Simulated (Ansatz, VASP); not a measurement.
## B3F2: VASP beside Ansatz

The input INCAR:

```
SYSTEM = B3F2
PREC     = Accurate       ! precision mode
ENCUT    = 520            ! plane-wave cutoff, eV
EDIFF    = 1E-6           ! SCF threshold, eV
ISMEAR   = 0              ! smearing method
SIGMA    = 0.1            ! smearing width, eV
LREAL    = .False.        ! projectors in reciprocal space
LASPH    = .True.         ! aspherical terms in the spheres
NELM     = 100            ! most SCF steps
ALGO     = Fast           ! electronic algorithm
ISIF     = 2              ! what is computed and relaxed
LWAVE    = .False.        ! write WAVECAR
LCHARG   = .False.        ! write CHGCAR
GGA      = PE             ! functional
NBANDS   = 34             ! bands
```

Contents of KPOINTS:

```
regular mesh
0
Gamma
  6 6 2
  0 0 0
```

POSCAR

```
B3F2
1.0
    3.1877114100      0.0000000000      0.0000000000
   -1.5938557100      2.7606390600      0.0000000000
    0.0000000000      0.0000000000      9.5322426100
B F
6 4
Direct
    0.0000000000      0.0000000000      0.2500000000
    0.0000000000      0.0000000000      0.7500000000
    0.3333333300      0.6666666700      0.9300000100
    0.6666666700      0.3333333300      0.4300000100
    0.3333333300      0.6666666700      0.5699999900
    0.6666666700      0.3333333300      0.0699999900
    0.3333333300      0.6666666700      0.1430000100
    0.6666666700      0.3333333300      0.6430000100
    0.3333333300      0.6666666700      0.3569999900
    0.6666666700      0.3333333300      0.8569999900
```

Input for Ansatz:

```yaml
crystal:
  lattice:
    - [3.18771141, 0.0, 0.0]
    - [-1.59385571, 2.76063906, 0.0]
    - [0.0, 0.0, 9.53224261]
  atoms:
    - { symbol: B, position: [0.0, 0.0, 0.25] }
    - { symbol: B, position: [0.0, 0.0, 0.75] }
    - { symbol: B, position: [0.33333333, 0.66666667, 0.93000001] }
    - { symbol: B, position: [0.66666667, 0.33333333, 0.43000001] }
    - { symbol: B, position: [0.33333333, 0.66666667, 0.56999999] }
    - { symbol: B, position: [0.66666667, 0.33333333, 0.06999999] }
    - { symbol: F, position: [0.33333333, 0.66666667, 0.14300001] }
    - { symbol: F, position: [0.66666667, 0.33333333, 0.64300001] }
    - { symbol: F, position: [0.33333333, 0.66666667, 0.35699999] }
    - { symbol: F, position: [0.66666667, 0.33333333, 0.85699999] }
basis:
  ecutwfc: 420
kpoints:
  mp_grid: { grid: [6, 6, 2] }
hamiltonian:
  xc: pbe
scf:
  occupations: { method: gaussian, width: 0.1 }
  lower_state_search: "off"
output:
  forces: true
  stress: true
  eigenvalues: true
```

Change from the starting cell: species swapped into the Sn3Pt2 type (P6_3/mmc, No. 194).

Alike in both runs: task single point; functional PBE; k mesh 6 × 6 × 2; occupations gaussian, width 0.1 eV; no spin polarisation.

```csv
,VASP,Ansatz
version,VASP 6.6.1,Ansatz 0.2.0
potentials or method,"VASP PAW PBE potentials, release 64 (B, F), cutoff 520 eV","scalar-relativistic, plane waves, PAW"
valence electrons in the cell,46,46
```

Ansatz gave:

| Quantity | Value |
| --- | --- |
| gap on the k mesh at the Fermi level (eV) | none |
| rms of the force components (eV/Å) | 0.224 |

Task: What did VASP give for the same quantities?

Result: gap on the k mesh at the Fermi level (eV): none; rms of the force components (eV/Å): 0.225.

Atom by atom the forces differ by 0.001 eV/Å (rms over components). A gap of «none» marks a metal or a gap that the smearing closes. The functional is the same, so the differences come from potentials, cutoffs and numerics.

The k mesh is coarse, so the values compare programs but aren't converged.
